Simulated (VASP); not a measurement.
# C (P6_3/mmc) in VASP: further runs

The runs below take C through single point, with PBEsol.

Everything below comes from runs of VASP 6.6.1. Logs are shortened: lines on timing, memory, paths and dates and some standing lists are left out, and cuts for length are marked.

### 1 The cell of the first run

The structure is hexagonal, space group P6_3/mmc (No. 194). The conventional cell has a = 2.498 Å, b = 2.498 Å, c = 4.223 Å, α = 90.00°, β = 90.00°, γ = 120.00°. Within 2.0 Å of C (site symmetry 3m) lie 4 C at 1.54 to 1.58 Å.

### 2 Single point, PBEsol (strained cell)

INCAR reads:

```
SYSTEM = C
PREC     = Accurate       ! precision mode
ENCUT    = 1300           ! plane-wave cutoff, eV
EDIFF    = 1E-6           ! SCF threshold, eV
ISMEAR   = 0              ! smearing method
SIGMA    = 0.02           ! smearing width, eV
LREAL    = .False.        ! projectors in reciprocal space
LASPH    = .True.         ! aspherical terms in the spheres
NELM     = 120            ! most SCF steps
ALGO     = Normal         ! electronic algorithm
ISIF     = 2              ! what is computed and relaxed
LWAVE    = .False.        ! write WAVECAR
LCHARG   = .False.        ! write CHGCAR
GGA      = PS             ! functional
NBANDS   = 16             ! bands
GGA_COMPAT= .False.
```

KPOINTS reads:

```
regular mesh
0
Gamma
  9 9 6
  0 0 0
```

POSCAR reads:

```
C
1.0
    2.4981307825      0.0000000000      0.0000000000
   -1.2490653912      2.1634447196      0.0000000000
    0.0000000000      0.0000000000      4.2229976408
C
4
Direct
    0.3333333333      0.6666666667     -0.0002608640
    0.6666666667      0.3333333333      0.4997391360
    0.3333333333      0.6666666667      0.3742608640
    0.6666666667      0.3333333333      0.8742608640
```

Potentials or basis: VASP PAW PBE potentials, release 64 (C_h).

Launch:

```
cat potpaw_PBE.64/C_h/POTCAR > POTCAR
mpirun -np 1 vasp_std > vasp.out
```

OUTCAR:

```text
SYSTEM = C
   PREC = Accurate
   ENCUT = 1300
   EDIFF = 1E-6
   ISMEAR = 0
   LREAL = .False.
   LASPH = .True.
   NELM = 120
   ISIF = 2
   GGA = PS

 ion  position               nearest neighbor table
   1  0.333  0.667  1.000-
   2  0.667  0.333  0.500-
   3  0.333  0.667  0.374-
   4  0.667  0.333  0.874-

  LATTYP: Found a hexagonal cell.
 ALAT       =     2.4981307825
 C/A-ratio  =     1.6904629935

  Lattice vectors:

 A1 = (   2.4981307825,   0.0000000000,   0.0000000000)
 A2 = (  -1.2490653912,   2.1634447196,   0.0000000000)
 A3 = (   0.0000000000,   0.0000000000,   4.2229976408)

Analysis of symmetry for initial positions (statically):
=====================================================================
 Subroutine PRICEL returns:
 Original cell was already a primitive cell.

 Routine SETGRP: Setting up the symmetry group for a
 hexagonal supercell.

 Subroutine GETGRP returns: Found 24 space group operations
 (whereof  6 operations were pure point group operations)
 out of a pool of 24 trial point group operations.

The static configuration has the point symmetry C_3v.
 The point group associated with its full space group is D_6h.

Analysis of symmetry for dynamics (positions and initial velocities):
=====================================================================
 Subroutine PRICEL returns:
 Original cell was already a primitive cell.

 Routine SETGRP: Setting up the symmetry group for a
 hexagonal supercell.

 Subroutine GETGRP returns: Found 24 space group operations
 (whereof  6 operations were pure point group operations)
 out of a pool of 24 trial point group operations.

The dynamic configuration has the point symmetry C_3v.
 The point group associated with its full space group is D_6h.

 Subroutine INISYM returns: Found 24 space group operations
 (whereof  6 operations are pure point group operations),
 and found     1 'primitive' translations

----------------------------------------------------------------------------------------

                                     Primitive cell

[... 77 lines left out ...]
   number of dos      NEDOS =    301   number of ions     NIONS =      4
   total plane-waves  NPLWV =  45000
   dimension x,y,z NGX =    30 NGY =   30 NGZ =   50
   dimension x,y,z NGXF=    60 NGYF=   60 NGZF=  100
   ions per type =               4
   NGX,Y,Z   is equivalent  to a cutoff of  19.96, 19.96, 19.68 a.u.
   NGXF,Y,Z  is equivalent  to a cutoff of  39.93, 39.93, 39.37 a.u.
 SYSTEM =  C
   PREC   = accura    normal or accurate (medium, high low for compatibility)
   ISTART =      0    job   : 0-new  1-cont  2-samecut
   ICHARG =      2    charge: 1-file 2-atom 10-const
   ISPIN  =      1    spin polarized calculation?
   LNONCOLLINEAR =      F non collinear calculations
   LSORBIT =      F    spin-orbit coupling
   LASPH  =      T    aspherical Exc in radial PAW
   ENCUT  = 1300.0 eV  95.55 Ry    9.77 a.u.   7.34  7.34 12.42*2*pi/ulx,y,z
   NELM   =    120;   NELMIN=  2; NELMDL= -5     # of ELM steps
   EDIFF  = 0.1E-05   stopping-criterion for ELM
   LREAL  =      F    real-space projection
[... 7 lines left out ...]
   TEBEG  =    0.0;   TEEND  =   0.0 temperature during run
   PSTRESS=    0.0 pullay stress
   NELECT =      16.0000    total number of electrons
   NUPDOWN=      -1.0000    fix difference up-down
   EMIN   =  10.00;   EMAX   =-10.00  energy-range for DOS
   EFERMI =   0.00;   METHOD = LEGACY
   ISMEAR =     0;   SIGMA  =   0.02  broadening in eV -4-tet -1-fermi 0-gaus
   EFERMI_NEDOS =   21; number of points for ismear=-14 and -15
   IALGO  =     38    algorithm
   IMIX   =      4    mixing-type and parameters
     AMIX     =   0.40;   BMIX     =  1.00
     AMIX_MAG =   1.60;   BMIX_MAG =  1.00
  volume/ion in A,a.u.               =       5.71        38.51
  Fermi-wavevector in a.u.,A,eV,Ry     =   1.454301  2.748230 28.776194  2.114991
  Thomas-Fermi vector in A             =   2.571467
   LORBIT       =      0    0 simple, 1 ext, 2 COOP (PROOUT), +10 PAW based schemes
   GGA     = PS    functional components
   LHFCALC =     F    Hartree Fock is set to
   AEXX    =    0.0000 exact exchange contribution
   IVDW    =     0    specifies the selected vdW correction
   LEPSILON=     F    determine dielectric tensor
   LRPA    =     F    only Hartree local field effects (RPA)
 non-spin polarized calculation
 Gauss-broadening in eV      SIGMA  =   0.02
  energy-cutoff  :     1300.00
  volume of cell :       22.82
 maximum number of plane-waves:      2467
 NGX is ok and might be reduce to    30
   NGX = 15   NGY = 15   NGZ = 25

 number of electron      16.0000000 magnetization

 Free energy of the ion-electron system (eV)
  ---------------------------------------------------
  ext. energy  EPLUGINS =         0.00000000
  ---------------------------------------------------
  free energy    TOTEN  =       -38.43920111 eV

  energy without entropy =      -38.43920111  energy(sigma->0) =      -38.43920111

 E-fermi :  11.2004     XC(G=0): -13.5383

 val. band max:       11.1005925106   @ k =   0.0000   0.0000   0.0000
 cond. band min:      14.1923908299   @ k =   0.3333   0.3333   0.0000
 fundamental gap:      3.0917983194
 Fermi energy:        11.2003749162

 k-point     1 :       0.0000    0.0000    0.0000
  band No.  band energies     occupation
      1     -10.6386      2.00000
      2      -5.2649      2.00000
      3      -2.5823      2.00000
      4       8.1851      2.00000
      5       8.1851      2.00000
      6      10.6158      2.00000
[... 433 lines left out ...]
      3       0.1499      2.00000
      4       0.5548      2.00000
      5       0.5548      2.00000
      6       3.4961      2.00000
[... 8 lines left out ...]
     15      26.6654      0.00000
     16      26.6654      0.00000

 [... further k-points ...]
[... 5 lines left out ...]
  --------------------------------------------------------------------------------------
  -------------------------------------------------------------------------------------
  Total        0.0374878      0.0374878     -2.6762933      0.0000000     -0.0000000      0.0000000
  in kB        2.6315951      2.6315951   -187.8721793      0.0000000     -0.0000000      0.0000000
  external PRESSURE =     -60.8696630 kB  Pullay stress =       0.0000000 kB

 VOLUME and BASIS-vectors are now :
 -----------------------------------------------------------------------------
  energy-cutoff  :     1300.00
  volume of cell :       22.82
      direct lattice vectors                 reciprocal lattice vectors
     2.498130783  0.000000000  0.000000000     0.400299299  0.231112908  0.000000000
    -1.249065391  2.163444720  0.000000000     0.000000000  0.462225816  0.000000000
     0.000000000  0.000000000  4.222997641     0.000000000  0.000000000  0.236798617

 POSITION                                       TOTAL-FORCE (eV/Angst)
 -----------------------------------------------------------------------------------
     -0.00000      1.44230      4.22190        -0.000000      0.000000      0.003421
      1.24907      0.72115      2.11040         0.000000     -0.000000      0.003421
     -0.00000      1.44230      1.58050        -0.000000      0.000000     -0.003421
      1.24907      0.72115      3.69200         0.000000     -0.000000     -0.003421
 -----------------------------------------------------------------------------------
    total drift:                               -0.000000      0.000000      0.000001

  FREE ENERGIE OF THE ION-ELECTRON SYSTEM (eV)
  ---------------------------------------------------
  free  energy   TOTEN  =       -38.4392011055 eV

  energy  without entropy=      -38.4392011055  energy(sigma->0) =      -38.43920111
```

Run time: 25 s. Hardware: 1 thread of Intel Xeon 6975P-C (Granite Rapids), shared host; peak memory 0.21 GiB.

Results:

| Quantity | Value |
| --- | --- |
| Free energy | -38.4392 eV |
| Pressure | -6.1 GPa |
| Largest force | 0.003 eV/Å |
| Band gap on the k mesh | 3.09 eV (least direct gap 4.85 eV) |

Forces on the atoms (eV/Å):
```
C    0.000  0.000  0.003
C    0.000  0.000  0.003
C    0.000  0.000 -0.003
C    0.000  0.000 -0.003
```

Caveat: the cell differs from its parent crystal (strained cell); the stress differs along the axes, from -19 to 0 GPa; the PAW data sets were made with another functional, which shifts forces and pressure a little. A k mesh can miss the band edges.

### 3 Single point, PBEsol (strained cell)

INCAR reads:

```
PREC     = Accurate       # precision mode
ENCUT    = 1300           # plane-wave cutoff, eV
EDIFF    = 1E-6           # SCF threshold, eV
ISMEAR   = 0              # smearing method
SIGMA    = 0.02           # smearing width, eV
LREAL    = F              # projectors in reciprocal space
LASPH    = T              # aspherical terms in the spheres
NELM     = 120            # most SCF steps
ALGO     = Normal         # electronic algorithm
ISIF     = 2              # what is computed and relaxed
LWAVE    = F              # write WAVECAR
LCHARG   = T              # write CHGCAR
GGA      = PS             # functional
LELF     = T              # ELF
LVHAR    = T            
NBANDS   = 16             # bands
GGA_COMPAT= F
```

KPOINTS reads:

```
Automatic mesh
0
Gamma
  9 9 6
```

POSCAR reads:

```
C
1.0
    2.4893572955      0.0000000000      0.0000000000
   -1.2446786477      2.1558466570      0.0000000000
    0.0000000000      0.0000000000      4.2229976408
C
4
Direct
    0.3333333333      0.6666666667     -0.0002048403
    0.6666666667      0.3333333333      0.4997951597
    0.3333333333      0.6666666667      0.3742048403
    0.6666666667      0.3333333333      0.8742048403
```

Potentials or basis: VASP PAW PBE potentials, release 64 (C_h).

Launch:

```
cat potpaw_PBE.64/C_h/POTCAR > POTCAR
mpirun -np 1 vasp_std > vasp.out
```

It took 51 s on 1 thread of Intel Xeon Platinum 8259CL at 2.50GHz (Skylake/Cascade Lake), shared host; peak memory 0.21 GiB.

The run converged. Its results:

```
Free energy            : -38.4364 eV
Pressure               : -3.0 GPa
Band gap on the k mesh : 3.05 eV (least direct gap 4.78 eV)
```

Stress tensor (GPa, compression positive):
```
  4.92   0.00   0.00
  0.00   4.92   0.00
  0.00   0.00 -18.81
```

Levels at points of the mesh, in eV from the valence-band top:
| k point | band 6 | band 7 | band 8 | band 9 | band 10 | band 11 |
| --- | --- | --- | --- | --- | --- | --- |
| (0.00, 0.00, 0.00) | -0.51 | 0.00 | 0.00 | 4.78 | 5.15 | 5.15 |
| (0.00, 0.00, 0.50) | -1.73 | -1.73 | -1.73 | 7.32 | 7.32 | 7.32 |

Caveat: the cell differs from its parent crystal (strained cell); the stress differs along the axes, from -19 to 5 GPa; the PAW data sets were made with another functional, which shifts forces and pressure a little. A k mesh can miss the band edges.

### 4 Single point, PBEsol (strained cell)

INCAR reads:

```
PREC = Accurate
ENCUT = 1300
EDIFF = 1E-6
ISMEAR = 0
SIGMA = 0.02
LREAL = False
LASPH = True
NELM = 120
ALGO = Normal
ISIF = 2
LWAVE = False
LCHARG = False
GGA = PS
NBANDS = 16
GGA_COMPAT = False
```

KPOINTS is that of step 3.

POSCAR reads:

```
C
1.0
    2.4982824898      0.0000000000      0.0000000000
   -1.2491412449      2.1635761020      0.0000000000
    0.0000000000      0.0000000000      4.2229976408
C
4
Direct
    0.3333333333      0.6666666667     -0.0002608640
    0.6666666667      0.3333333333      0.4997391360
    0.3333333333      0.6666666667      0.3742608640
    0.6666666667      0.3333333333      0.8742608640
```

Potentials or basis: VASP PAW PBE potentials, release 64 (C_h).

Launch:

```
cat potpaw_PBE.64/C_h/POTCAR > POTCAR
mpirun -np 1 vasp_std > vasp.out
```

OUTCAR:

```text
PREC = Accurate
   ENCUT = 1300
   EDIFF = 1E-6
   ISMEAR = 0
   LREAL = False
   LASPH = True
   NELM = 120
   ISIF = 2
   GGA = PS

 ion  position               nearest neighbor table
   1  0.333  0.667  1.000-
   2  0.667  0.333  0.500-
   3  0.333  0.667  0.374-
   4  0.667  0.333  0.874-

  LATTYP: Found a hexagonal cell.
 ALAT       =     2.4982824898
 C/A-ratio  =     1.6903603408

  Lattice vectors:

[... 634 lines left out ...]
      4       0.5537      2.00000
      5       0.5537      2.00000
      6       3.4956      2.00000
[... 8 lines left out ...]
     15      26.6609      0.00000
     16      26.6609      0.00000

 [... further k-points ...]
[... 5 lines left out ...]
  --------------------------------------------------------------------------------------
  -------------------------------------------------------------------------------------
  Total        0.0261891      0.0261891     -2.6765897      0.0000000      0.0000000      0.0000000
  in kB        1.8382177      1.8382177   -187.8701710      0.0000000      0.0000000      0.0000000
  external PRESSURE =     -61.3979119 kB  Pullay stress =       0.0000000 kB

 VOLUME and BASIS-vectors are now :
 -----------------------------------------------------------------------------
  energy-cutoff  :     1300.00
  volume of cell :       22.83
      direct lattice vectors                 reciprocal lattice vectors
     2.498282490  0.000000000  0.000000000     0.400274991  0.231098874  0.000000000
    -1.249141245  2.163576102  0.000000000     0.000000000  0.462197747  0.000000000
     0.000000000  0.000000000  4.222997641     0.000000000  0.000000000  0.236798617

 POSITION                                       TOTAL-FORCE (eV/Angst)
 -----------------------------------------------------------------------------------
     -0.00000      1.44238      4.22190         0.000000     -0.000000      0.003207
      1.24914      0.72119      2.11040         0.000000      0.000000      0.003207
     -0.00000      1.44238      1.58050        -0.000000      0.000000     -0.003207
      1.24914      0.72119      3.69200         0.000000     -0.000000     -0.003207
 -----------------------------------------------------------------------------------
    total drift:                               -0.000000      0.000000      0.000001

  FREE ENERGIE OF THE ION-ELECTRON SYSTEM (eV)
  ---------------------------------------------------
  free  energy   TOTEN  =       -38.4392064437 eV

  energy  without entropy=      -38.4392064437  energy(sigma->0) =      -38.43920644
```

It took 40 s on 1 thread of Intel Xeon Platinum 8559C (Emerald Rapids), shared host; peak memory 0.21 GiB.

Results:

```
Free energy            : -38.4392 eV
Pressure               : -6.1 GPa
Largest force          : 0.003 eV/Å
Band gap on the k mesh : 3.09 eV (least direct gap 4.86 eV)
```

Forces on the atoms (eV/Å):
```
C    0.000  0.000  0.003
C    0.000  0.000  0.003
C    0.000  0.000 -0.003
C    0.000  0.000 -0.003
```

Stress tensor (GPa, compression positive):
```
  0.18   0.00   0.00
  0.00   0.18   0.00
  0.00   0.00 -18.79
```

Levels at points of the mesh, in eV from the valence-band top:
| k point | band 4 | band 5 | band 6 | band 7 | band 8 | band 9 | band 10 | band 11 | band 12 | band 13 |
| --- | --- | --- | --- | --- | --- | --- | --- | --- | --- | --- |
| (0.00, 0.00, 0.00) | -2.92 | -2.92 | -0.48 | 0.00 | 0.00 | 4.86 | 5.10 | 5.10 | 8.44 | 9.46 |
| (0.00, 0.00, 0.50) | -7.20 | -1.74 | -1.74 | -1.74 | -1.74 | 7.28 | 7.28 | 7.28 | 7.28 | 7.77 |

Caveat: the cell differs from its parent crystal (strained cell); the stress differs along the axes, from -19 to 0 GPa; the PAW data sets were made with another functional, which shifts forces and pressure a little.

### 5 Single point, PBEsol

INCAR reads:

```
SYSTEM = C
ALGO = Normal
EDIFF = 1E-6
ENCUT = 1300
GGA = PS
GGA_COMPAT = .False.
ISIF = 2
ISMEAR = 0
LASPH = .True.
LCHARG = .False.
LREAL = .False.
LWAVE = .False.
NBANDS = 16
NELM = 120
PREC = Accurate
SIGMA = 0.01
```

KPOINTS reads:

```
k-points
0
Gamma
  9 9 6
  0 0 0
```

POSCAR is that of step 4.

Launch:

```
cat potpaw_PBE.64/C_h/POTCAR > POTCAR
mpirun -np 1 vasp_std > vasp.out
```

Run time: 27 s. Hardware: 1 thread of Intel Xeon 6975P-C (Granite Rapids), shared host; peak memory 0.21 GiB.

It converged, with:

```
Free energy            : -38.4392 eV
Pressure               : -6.1 GPa
Largest force          : 0.003 eV/Å
Band gap on the k mesh : 3.09 eV (least direct gap 4.86 eV)
```

Forces on the atoms (eV/Å):
```
C    0.000  0.000  0.003
C    0.000  0.000  0.003
C    0.000  0.000 -0.003
C    0.000  0.000 -0.003
```

Stress tensor (GPa, compression positive):
```
  0.18   0.00   0.00
  0.00   0.18   0.00
  0.00   0.00 -18.79
```

Levels at points of the mesh, in eV from the valence-band top:
```tsv
k point	band 5	band 6	band 7	band 8	band 9	band 10	band 11	band 12
(0.00, 0.00, 0.00)	-2.92	-0.48	0.00	0.00	4.86	5.10	5.10	8.44
(0.00, 0.00, 0.50)	-1.74	-1.74	-1.74	-1.74	7.28	7.28	7.28	7.28
```

Caveat: the stress differs along the axes, from -19 to 0 GPa; the PAW data sets were made with another functional, which shifts forces and pressure a little. A k mesh can miss the band edges.

### 6 The runs side by side

```tsv
cell	smearing	gap on the mesh (eV)	pressure (GPa)
a = 2.498, b = 2.498, c = 4.223 Å, angles 90.0, 90.0, 120.0°, 4 atoms	gaussian 0.02 eV	3.09	-6.1
a = 2.489, b = 2.489, c = 4.223 Å, angles 90.0, 90.0, 120.0°, 4 atoms	gaussian 0.02 eV	3.05	-3.0
a = 2.498, b = 2.498, c = 4.223 Å, angles 90.0, 90.0, 120.0°, 4 atoms	gaussian 0.01 eV	3.09	-6.1
```

Alike in all rows: task single point; level PBEsol; potentials or basis VASP PAW PBE potentials, release 64 (C_h); no spin polarisation; k mesh 9 × 9 × 6; cutoff (eV) 1300.

Caveats: the PAW data sets were made with another functional, which shifts forces and pressure a little; the stress differs along the axes, from -19 to 0 GPa (at least some runs); the stress differs along the axes, from -19 to 5 GPa (at least some runs).

Total energies depend on the potentials used, so only differences within one code and one set of settings carry meaning.
